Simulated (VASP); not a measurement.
# Pb (Fm-3m) in VASP: further runs

The runs below take Pb through single point, with PBE, r2SCAN.

Program: VASP 6.6.1. These are calculated values, not measurements. Logs are shortened: lines on timing, memory, paths and dates and some standing lists are left out, and cuts for length are marked.

## Step 1: The cell of the first run

The structure is cubic, space group Fm-3m (No. 225). The conventional cell has a = 4.950 Å, b = 4.950 Å, c = 4.950 Å, α = 90.00°, β = 90.00°, γ = 90.00°. Pb (site symmetry m-3m) has 12 Pb at 3.50 Å within 4.6 Å.

## Step 2: Single point, PBE, non-collinear spin, zero start, spin-orbit coupling

Contents of INCAR:

```
SYSTEM = Pb
ALGO = Normal ; EDIFF = 1E-6
ENCUT = 500 ; GGA = PE
GGA_COMPAT = .False. ; ISIF = 2
ISMEAR = 1 ; LASPH = .True.
LCHARG = .True. ; LORBIT = 11
LORBMOM = .True. ; LREAL = .False.
LSORBIT = .True. ; LVHAR = .True.
LWAVE = .False. ; MAGMOM = 0 0 0
NBANDS = 25 ; NELM = 200
PREC = Accurate ; SIGMA = 0.05
```

Contents of KPOINTS:

```
k-points
0
Gamma
  7 7 7
  0 0 0
```

Contents of POSCAR:

```
Pb
1.0
    0.0000000000      2.4750200000      2.4750200000
    2.4750200000      0.0000000000      2.4750200000
    2.4750200000      2.4750200000      0.0000000000
Pb
1
Direct
    0.0000000000      0.0000000000      0.0000000000
```

Potentials or basis: VASP PAW PBE potentials, release 64 (Pb_d).

Run with:

```
$ cat potpaw_PBE.64/Pb_d/POTCAR > POTCAR
$ mpirun -np 1 vasp_ncl > vasp.out
```

OUTCAR:

```text
SYSTEM = Pb
   EDIFF = 1E-6
   ENCUT = 500
   GGA = PE
   ISIF = 2
   ISMEAR = 1
   LASPH = .True.
   LORBIT = 11
   LREAL = .False.
   LSORBIT = .True.
   NELM = 200
   PREC = Accurate

 ion  position               nearest neighbor table
   1  0.000  0.000  0.000-

  LATTYP: Found a face centered cubic cell.
 ALAT       =     4.9500400000

  Lattice vectors:

 A1 = (   0.0000000000,   2.4750200000,   2.4750200000)
 A2 = (   2.4750200000,   0.0000000000,   2.4750200000)
 A3 = (   2.4750200000,   2.4750200000,   0.0000000000)

Analysis of symmetry for initial positions (statically):
=====================================================================
 Subroutine PRICEL returns:
 Original cell was already a primitive cell.

 Routine SETGRP: Setting up the symmetry group for a
 face centered cubic supercell.

 Subroutine GETGRP returns: Found 48 space group operations
 (whereof 48 operations were pure point group operations)
 out of a pool of 48 trial point group operations.

The static configuration has the point symmetry O_h .

Analysis of symmetry for dynamics (positions and initial velocities):
=====================================================================
 Subroutine PRICEL returns:
 Original cell was already a primitive cell.

 Routine SETGRP: Setting up the symmetry group for a
 face centered cubic supercell.

 Subroutine GETGRP returns: Found 48 space group operations
 (whereof 48 operations were pure point group operations)
 out of a pool of 48 trial point group operations.

The dynamic configuration has the point symmetry O_h .

Analysis of structural, dynamic, and magnetic symmetry:
=====================================================================
 Subroutine PRICEL returns:
 Original cell was already a primitive cell.

 Routine SETGRP: Setting up the symmetry group for a
 face centered cubic supercell.

 Subroutine GETGRP returns: Found 48 space group operations
 (whereof 48 operations were pure point group operations)
 out of a pool of 48 trial point group operations.

The overall configuration has the point symmetry O_h .

 Subroutine INISYM returns: Found 48 space group operations
 (whereof 48 operations are pure point group operations),
 and found     1 'primitive' translations

----------------------------------------------------------------------------------------

                                     Primitive cell

  volume of cell :      30.3226
[... 142 lines left out ...]
  band No.  band energies     occupation
      1     -11.1831      1.00000
      2     -11.1831      1.00000
      3     -11.1831      1.00000
      4     -11.1831      1.00000
      5      -8.7044      1.00000
      6      -8.7044      1.00000
[... 549 lines left out ...]
     24      20.6203      0.00000
     25      21.0265      0.00000

------------------------ aborting loop because EDIFF is reached ----------------------------------------

  FORCE on cell =-STRESS in cart. coord.  units (eV):
  Direction    XX          YY          ZZ          XY          YZ          ZX
  --------------------------------------------------------------------------------------
  -------------------------------------------------------------------------------------
  Total        0.5311357      0.5311357      0.5311357     -0.0000000      0.0000000      0.0000000
  in kB       28.0640249     28.0640249     28.0640249     -0.0000000      0.0000000      0.0000000
  external PRESSURE =      28.0640249 kB  Pullay stress =       0.0000000 kB

 VOLUME and BASIS-vectors are now :
 -----------------------------------------------------------------------------
  energy-cutoff  :      500.00
  volume of cell :       30.32
      direct lattice vectors                 reciprocal lattice vectors
     0.000000000  2.475020000  2.475020000    -0.202018570  0.202018570  0.202018570
     2.475020000  0.000000000  2.475020000     0.202018570 -0.202018570  0.202018570
     2.475020000  2.475020000  0.000000000     0.202018570  0.202018570 -0.202018570

 POSITION                                       TOTAL-FORCE (eV/Angst)
 -----------------------------------------------------------------------------------
      0.00000      0.00000      0.00000         0.000000      0.000000      0.000000
 -----------------------------------------------------------------------------------
    total drift:                               -0.000000     -0.000000     -0.000000

  FREE ENERGIE OF THE ION-ELECTRON SYSTEM (eV)
  ---------------------------------------------------
  free  energy   TOTEN  =        -4.1051432060 eV

  energy  without entropy=       -4.1047762074  energy(sigma->0) =       -4.10502087

 orbital moment (x)

 # of ion     p       d       tot
 ----------------------------------------
  1        -0.000   0.000   0.000
 ----------------------------------------
           -0.000   0.000   0.000

 orbital moment (y)

 # of ion     p       d       tot
 ----------------------------------------
  1        -0.000  -0.000  -0.000
 ----------------------------------------
           -0.000  -0.000  -0.000

 orbital moment (z)

 # of ion     p       d       tot
 ----------------------------------------
  1         0.000   0.000   0.000
 ----------------------------------------
            0.000   0.000   0.000

 Spin-Orbit-Coupling matrix elements

 Ion:    1  E_soc:     -1.1451105
 l=   1
     0.0000000    -0.1232481    -0.1232481
    -0.1232481     0.0000000    -0.1232481
    -0.1232481    -0.1232481     0.0000000
 l=   2
     0.0000000    -0.0135715     0.0000000    -0.0135715    -0.0540321
    -0.0135715     0.0000000    -0.0405241    -0.0135715    -0.0135080
     0.0000000    -0.0405241     0.0000000    -0.0405241     0.0000000
    -0.0135715    -0.0135715    -0.0405241     0.0000000    -0.0135080
    -0.0540321    -0.0135080     0.0000000    -0.0135080     0.0000000
 l=   3
     0.0000000     0.0000000     0.0000000     0.0000000     0.0000000     0.0000000     0.0000000
     0.0000000     0.0000000     0.0000000     0.0000000     0.0000000     0.0000000     0.0000000
     0.0000000     0.0000000     0.0000000     0.0000000     0.0000000     0.0000000     0.0000000
     0.0000000     0.0000000     0.0000000     0.0000000     0.0000000     0.0000000     0.0000000
     0.0000000     0.0000000     0.0000000     0.0000000     0.0000000     0.0000000     0.0000000
     0.0000000     0.0000000     0.0000000     0.0000000     0.0000000     0.0000000     0.0000000
     0.0000000     0.0000000     0.0000000     0.0000000     0.0000000     0.0000000     0.0000000

 total charge

# of ion       s       p       d       tot
------------------------------------------
    1        1.403   0.759   9.810  11.973

 magnetization (x)

# of ion       s       p       d       tot
------------------------------------------
    1        0.000   0.000   0.000   0.000

 magnetization (y)

# of ion       s       p       d       tot
------------------------------------------
    1       -0.000  -0.000  -0.000  -0.000

 magnetization (z)

# of ion       s       p       d       tot
------------------------------------------
    1        0.000  -0.000  -0.000   0.000
```

OSZICAR:

```text
N       E                     dE             d eps       ncg     rms          rms(c)
DAV:   1     0.148832653446E+03    0.14883E+03   -0.64803E+03  1000   0.131E+03
DAV:   2     0.752255856877E+01   -0.14131E+03   -0.13604E+03  1024   0.363E+02
DAV:   3    -0.371046216035E+01   -0.11233E+02   -0.11136E+02  1233   0.124E+02
DAV:   4    -0.409258823569E+01   -0.38213E+00   -0.38190E+00  1256   0.246E+01
DAV:   5    -0.411359613657E+01   -0.21008E-01   -0.21007E-01  1605   0.517E+00    0.515E-01
DAV:   6    -0.410730144455E+01    0.62947E-02   -0.83969E-03  1389   0.164E+00    0.246E-01
DAV:   7    -0.410531402564E+01    0.19874E-02   -0.28516E-03  1493   0.865E-01    0.199E-01
DAV:   8    -0.410519620351E+01    0.11782E-03   -0.11358E-04  1360   0.124E-01    0.325E-02
DAV:   9    -0.410514797821E+01    0.48225E-04   -0.60394E-05  1331   0.136E-01    0.493E-03
DAV:  10    -0.410514503205E+01    0.29462E-05   -0.93302E-07  1082   0.135E-02    0.188E-03
DAV:  11    -0.410514336084E+01    0.16712E-05   -0.18333E-07   911   0.758E-03    0.202E-04
DAV:  12    -0.410514320603E+01    0.15482E-06   -0.52664E-08   797   0.315E-03
   1 F= -.41051432E+01 E0= -.41050209E+01  d E =-.366999E-03  mag=     0.0000    -0.0000    -0.0000
```

stdout:

```text
POSCAR found type information on POSCAR Pb
 POSCAR found :  1 types and       1 ions
 scaLAPACK will be used
 LDA part: xc-table for (Slater+PW92), standard interpolation
 POSCAR, INCAR and KPOINTS ok, starting setup
 FFT: planning ... GRIDC
 FFT: planning ... GRID_SOFT
 FFT: planning ... GRID
 WAVECAR not read
 entering main loop
```

Run time: 24 s. Hardware: 1 thread of Intel Xeon Platinum 8488C (Sapphire Rapids), shared host; peak memory 0.24 GiB.

Results:

| Property | Result |
| --- | --- |
| Free energy | -4.1051 eV |
| Pressure | 2.8 GPa |
| Net moment | 0.00 μB per cell |
| Valence electrons inside the program's atomic spheres | Pb 11.97 |

Moments on the atoms (μB; x, y, z):
```
Pb  0.00 0.00 0.00
```

[end of part 1 of 2]
